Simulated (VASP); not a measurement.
**Al2O3: single point with r2SCAN**

The system is Al2O3.

```
Al O
1.0
     2.37936    1.37372    4.33159
    -2.37936    1.37372    4.33159
     0.00000   -2.74745    4.33159
Al O
4 6
Cartesian
  0.0000 0.0000 11.0704
  0.0000 0.0000 4.5730
  0.0000 0.0000 1.9244
  0.0000 0.0000 8.4218
  0.9215 -1.3737 5.4145
  -1.6504 -0.1111 5.4145
  -0.9215 1.3737 7.5803
  -0.7290 -1.4849 7.5803
  1.6504 0.1111 7.5803
  0.7290 1.4849 5.4145
```

```yaml
Program: VASP 6.6.1
Task: single point
Functional: r2SCAN
Potentials_or_basis: VASP PAW PBE potentials, release 64 (Al, O)
Cutoff: 520 eV
k_mesh: 6 × 6 × 6
Occupations: fermi-dirac, width 0.02 eV
Spin: no spin polarisation
Dipole_correction: no
Further_INCAR_settings: ALGO = Normal; EDIFF = 1e-06; NBANDS = 35
```

| Property | Result |
| --- | --- |
| Pressure | -0.5 GPa |
| Largest force | 0.019 eV/Å |
| Band gap on the k mesh | 7.16 eV |

Forces in eV/Å, atoms in the order of the input:
```
Al   0.000  0.000 -0.019
Al   0.000  0.000 -0.019
Al   0.000  0.000  0.019
Al   0.000  0.000  0.019
O    0.013  0.000  0.000
O   -0.006 -0.011  0.000
O   -0.013  0.000  0.000
O    0.006 -0.011  0.000
O    0.006  0.011  0.000
O   -0.006  0.011  0.000
```

Stress tensor (GPa, compression positive):
```
-0.44  0.00  0.00
 0.00 -0.44  0.00
 0.00  0.00 -0.53
```

Levels at points of the mesh, in eV from the valence-band top:
| k point | band 20 | band 21 | band 22 | band 23 | band 24 | band 25 | band 26 | band 27 | band 28 | band 29 |
| --- | --- | --- | --- | --- | --- | --- | --- | --- | --- | --- |
| (0.00, 0.00, 0.00) | -0.52 | -0.52 | -0.05 | -0.05 | 0.00 | 7.16 | 10.12 | 11.95 | 12.59 | 12.59 |
| (0.50, 0.00, 0.00) | -1.35 | -0.93 | -0.93 | -0.29 | -0.29 | 10.43 | 10.43 | 10.71 | 10.71 | 12.79 |
| (0.50, 0.50, 0.00) | -1.34 | -1.05 | -0.92 | -0.78 | -0.27 | 10.59 | 10.79 | 10.91 | 11.46 | 12.22 |
| (0.50, 0.50, 0.50) | -2.05 | -0.40 | -0.40 | -0.40 | -0.40 | 9.63 | 9.63 | 12.17 | 12.17 | 13.70 |

Wall time 9.7 min on 1 thread of Intel Xeon 8259CL (shared host), peak memory 0.29 GiB.

Caveat: the PAW data sets were made with another functional, which shifts forces and pressure a little. A k mesh can miss the band edges.
